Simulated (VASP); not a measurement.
# AlAs (lda): single point with LDA

Crystal: AlAs (lda).

```
CELL_PARAMETERS angstrom
0.00000 2.81444 2.81444
2.81444 0.00000 2.81444
2.81444 2.81444 0.00000
ATOMIC_POSITIONS crystal
Al 0.00000 0.00000 0.00000
As 0.25000 0.25000 0.25000
```

| Property | Result |
| --- | --- |
| Program | VASP 6.6.1 |
| Task | single point |
| Functional | LDA |
| Potentials or basis | VASP PAW LDA potentials, release 64 (Al, As) |
| Cutoff | 500 eV |
| k mesh | 8 × 8 × 8 |
| Occupations | gaussian, width 0.02 eV |
| Spin | no spin polarisation |
| Dipole correction | no |
| Further INCAR settings | ALGO = Normal; EDIFF = 1e-06; NBANDS = 11 |

The pressure is 0.4 GPa and the band gap on the k mesh is 1.31 eV, indirect (least direct gap 2.02 eV).

Levels at points of the mesh, in eV from the valence-band top:
| k point | band 1 | band 2 | band 3 | band 4 | band 5 | band 6 | band 7 | band 8 | band 9 |
| --- | --- | --- | --- | --- | --- | --- | --- | --- | --- |
| (0.00, 0.00, 0.00) | -11.99 | 0.00 | 0.00 | 0.00 | 2.02 | 4.27 | 4.27 | 4.27 | 8.72 |
| (0.50, 0.00, 0.00) | -10.54 | -5.67 | -0.84 | -0.84 | 2.09 | 4.65 | 4.65 | 7.62 | 11.12 |
| (0.50, 0.50, 0.00) | -9.97 | -5.51 | -2.22 | -2.22 | 1.31 | 2.20 | 10.33 | 10.33 | 11.76 |

Wall time 9.4 s on 1 thread of Intel(R) Xeon(R) Platinum 8559C (Emerald Rapids) (shared host), peak memory 0.14 GiB.

A k mesh can miss the band edges.
